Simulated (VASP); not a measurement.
Crystal: Ta.

```
Ta
1.0
    -1.64020    1.64020    1.64020
     1.64020   -1.64020    1.64020
     1.64020    1.64020   -1.64020
Ta
1
Direct
  0.00000 0.00000 0.00000
```

Program: VASP 6.6.1. Alike in all runs: task single point; no spin polarisation; cell as given; k mesh 11 × 11 × 11; cutoff (eV) 520.

Problem. Order these runs on this cell by their pressure, lowest first.
A. level r2SCAN+rVV10; potentials or basis VASP PAW PBE potentials, release 64 (Ta_pv); smearing methfessel-paxton 0.05 eV
B. level r2SCAN; potentials or basis VASP PAW PBE potentials, release 64 (Ta_pv); smearing fermi-dirac 0.05 eV
C. level PBE; potentials or basis VASP PAW PBE potentials, release 64 (Ta_pv); smearing fermi-dirac 0.05 eV
D. level LDA; potentials or basis VASP PAW LDA potentials, release 64 (Ta_pv); smearing fermi-dirac 0.05 eV

Solution. D (-4.6 GPa), A (3.4 GPa), B (4.9 GPa), C (7.1 GPa).

Caveats: the PAW data sets were made with another functional, which shifts forces and pressure a little (some runs).
